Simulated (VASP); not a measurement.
# C (Fmmm) in VASP: notebook, part 2 of 2

VASP 6.6.1. Earlier steps stand in the parts before.

### 3 Relaxation of cell and atoms, BLYP+D3(BJ)

The input, INCAR:

```
SYSTEM = C
PREC = Accurate
ENCUT = 600
EDIFF = 1E-6
ISMEAR = 0
SIGMA = 0.15
LREAL = .False.
LASPH = .True.
NELM = 100
ALGO = Normal
ISIF = 3
LWAVE = .False.
LCHARG = .False.
GGA = B5
ALDAX = 1.0
AGGAX = 1.0
AGGAC = 1.0
ALDAC = 0.0
IVDW = 12
VDW_S6 = 1.0
VDW_S8 = 2.6996
VDW_A1 = 0.4298
VDW_A2 = 4.2359
IBRION = 2
NSW = 80
EDIFFG = -0.01
```

The input, KPOINTS:

```
Automatic mesh
0
Gamma
  15 15 15
  0 0 0
```

The input, POSCAR:

```
C
1.0
    0.0000000000      2.1270000000      3.3480000000
    1.2280000000      0.0000000000      3.3480000000
    1.2280000000      2.1270000000      0.0000000000
C
2
Direct
    0.1666666667      0.8333333333      0.1666666667
    0.8333333333      0.1666666667      0.8333333333
```

Potentials or basis: VASP PAW PBE potentials, release 64 (C).

Started as:

```console
> cat potpaw_PBE.64/C/POTCAR > POTCAR
> mpirun -np 1 vasp_std > vasp.out
```

OUTCAR:

```text
SYSTEM = C
   PREC = Accurate
   ENCUT = 600
   EDIFF = 1E-6
   ISMEAR = 0
   LREAL = .False.
   LASPH = .True.
   NELM = 100
   ISIF = 3
   GGA = B5
   IVDW = 12
   IBRION = 2
   NSW = 80
   EDIFFG = -0.01
 IVDW          = 12

 ion  position               nearest neighbor table
   1  0.167  0.833  0.167-   2 1.42   2 1.42   2 1.42
   2  0.833  0.167  0.833-   1 1.42   1 1.42   1 1.42

  LATTYP: Found a face centered orthorhombic cell.
 ALAT       =     2.4560000000
 B/A-ratio  =     1.7320846906
 C/A-ratio  =     2.7263843648

  Lattice vectors:

 A1 = (   0.0000000000,   2.1270000000,   3.3480000000)
 A2 = (   1.2280000000,   0.0000000000,   3.3480000000)
 A3 = (   1.2280000000,   2.1270000000,   0.0000000000)

Analysis of symmetry for initial positions (statically):
=====================================================================
 Subroutine PRICEL returns:
 Original cell was already a primitive cell.

 Routine SETGRP: Setting up the symmetry group for a
 face centered orthorhombic supercell.

 Subroutine GETGRP returns: Found  8 space group operations
 (whereof  8 operations were pure point group operations)
 out of a pool of  8 trial point group operations.

The static configuration has the point symmetry D_2h.

Analysis of symmetry for dynamics (positions and initial velocities):
=====================================================================
[... 280 lines left out ...]
 cond. band min:       5.3466767958   @ k =  -0.2000   0.1333   0.3333
 fundamental gap:      0.1095747066
 Fermi energy:         5.2768479590

 k-point     1 :       0.0000    0.0000    0.0000
  band No.  band energies     occupation
      1     -14.2674      2.00000
      2      -1.0071      2.00000
      3       2.1296      2.00000
      4       2.1448      2.00000
      5       9.8880      0.00000
      6      13.6704      0.00000
      7      13.6751      0.00000
      8      16.4755      0.00000
[... 243 lines left out ...]
 k-point    24 :       0.2000    0.1333    0.0000
  band No.  band energies     occupation
      1     -14.0754      2.00000
      2      -1.5503      2.00000
      3       1.7149      2.00000
      4       1.9295      2.00000
      5      11.4000      0.00000
      6      13.7208      0.00000
      7      14.1039      0.00000
      8      16.1535      0.00000

 [... further k-points ...]

[... ionic steps 4 to 8 ...]

--------------------------------------- Ionic step        9  -------------------------------------------

 number of electron       8.0000000 magnetization

------------------------ aborting loop because EDIFF is reached ----------------------------------------
[... 75 lines left out ...]
--------------------------------------- Ionic step       11  -------------------------------------------

 number of electron       8.0000000 magnetization

 Free energy of the ion-electron system (eV)
  ---------------------------------------------------
  ext. energy  EPLUGINS =         0.00000000
  ---------------------------------------------------
  free energy    TOTEN  =       -17.26200217 eV

  energy without entropy =      -17.26163361  energy(sigma->0) =      -17.26181789

 E-fermi :   5.2655     XC(G=0):  -9.9858

 val. band max:        5.2395014969   @ k =  -0.2667   0.0667   0.3333
 cond. band min:       5.3450696975   @ k =  -0.2000   0.1333   0.3333
 fundamental gap:      0.1055682006
 Fermi energy:         5.2655464921

 k-point     1 :       0.0000    0.0000    0.0000
  band No.  band energies     occupation
      1     -14.2850      2.00000
      2      -1.0422      2.00000
      3       2.1024      2.00000
      4       2.1218      2.00000
      5       9.8419      0.00000
      6      13.6035      0.00000
      7      13.6842      0.00000
      8      16.4531      0.00000
[... 286 lines left out ...]
  FREE ENERGIE OF THE ION-ELECTRON SYSTEM (eV)
  ---------------------------------------------------
  free  energy   TOTEN  =       -17.8736635927 eV

  energy  without entropy=      -17.8732950313  energy(sigma->0) =      -17.87347931

 reached required accuracy - stopping structural energy minimisation
```

OSZICAR:

```text
N       E                     dE             d eps       ncg     rms          rms(c)
DAV:   1     0.414368910573E+01    0.41437E+01   -0.47534E+03  8296   0.101E+03
[... 74 lines left out ...]
DAV:   6    -0.172621682601E+02    0.64706E-07   -0.16444E-07  4608   0.367E-03
  10 F= -.17873646E+02 E0= -.17873462E+02  d E =-.277670E-03
       N       E                     dE             d eps       ncg     rms          rms(c)
DAV:   1    -0.172620057963E+02    0.16253E-03   -0.98588E-04  9344   0.304E-01    0.850E-03
DAV:   2    -0.172620032750E+02    0.25213E-05   -0.82522E-06 12408   0.297E-02    0.478E-03
DAV:   3    -0.172620021521E+02    0.11229E-05   -0.47645E-06 10200   0.152E-02    0.123E-03
DAV:   4    -0.172620021676E+02   -0.15452E-07   -0.70537E-08  4640   0.270E-03
  11 F= -.17873664E+02 E0= -.17873479E+02  d E =-.176933E-04
```

CONTCAR:

```text
C
   1.00000000000000
     0.0000000000000000    2.1380610449348483    3.2696188320129811
     1.2355237351681234   -0.0000000000000000    3.2696188320129811
     1.2355237351681234    2.1380610449348483    0.0000000000000000
  C
     2
Direct
     0.1667061086006414    0.8332938913993586    0.1667061086006414
     0.8332938913993586    0.1667061086006414    0.8332938913993586

  0.00000000E+00  0.00000000E+00  0.00000000E+00
  0.00000000E+00  0.00000000E+00  0.00000000E+00
```

Wall time 5.6 min (1 thread of Intel Xeon 6975P-C, shared host); peak memory 0.21 GiB.

Results:

```yaml
Free_energy: -17.8737 eV
Relaxed_volume: 8.64 Å³/atom
Relaxed_cell: a = 3.907 Å, b = 3.495 Å, c = 2.469 Å, α = 79.81°, β = 61.71°, γ = 38.47°
Space_group_after_relaxing_to_0.05_Å: Fmmm (No. 69)
Energy_gained_by_relaxing: 3.2 meV/atom
Ionic_steps: 11
Pressure_after_relaxing: 0.0 GPa
Band_gap_on_the_k_mesh: 0.11 eV, indirect (the least direct gap lies 2.3 meV higher)
Dispersion_energy_per_atom: -0.306 eV
```

Forces on the atoms (eV/Å):
```
C    0.000 -0.002  0.000
C    0.000  0.002  0.000
```

Step by step:
```tsv
step	energy change (eV)	largest force (eV/Å)	pressure (GPa)	volume (Å³)
1	0.0000	0.0061	4.90	17.49
2	0.0269	0.0134	-12.64	18.17
3	-0.0051	0.0007	-0.53	17.68
4	-0.0051	0.0009	-0.41	17.68
5	-0.0054	0.0016	-0.31	17.63
6	-0.0060	0.0036	-0.22	17.50
7	-0.0059	0.0081	0.15	17.23
8	-0.0062	0.0057	-0.02	17.37
9	-0.0063	0.0066	-0.01	17.35
10	-0.0064	0.0423	-0.02	17.28
11	-0.0065	0.0023	0.01	17.27
```

Final structure:
```cif
data_structure
_symmetry_space_group_name_H-M 'P 1'
_symmetry_Int_Tables_number 1
_cell_length_a 3.9066
_cell_length_b 3.4953
_cell_length_c 2.4694
_cell_angle_alpha 79.813
_cell_angle_beta 61.715
_cell_angle_gamma 38.472
_cell_volume 17.27
loop_
_atom_site_label
_atom_site_type_symbol
_atom_site_fract_x
_atom_site_fract_y
_atom_site_fract_z
_atom_site_occupancy
C1 C 0.16671 0.83329 0.16671 1
C2 C 0.83329 0.16671 0.83329 1
```

Caveat: the PAW data sets were made with another functional, which shifts forces and pressure a little. A k mesh can miss the band edges.
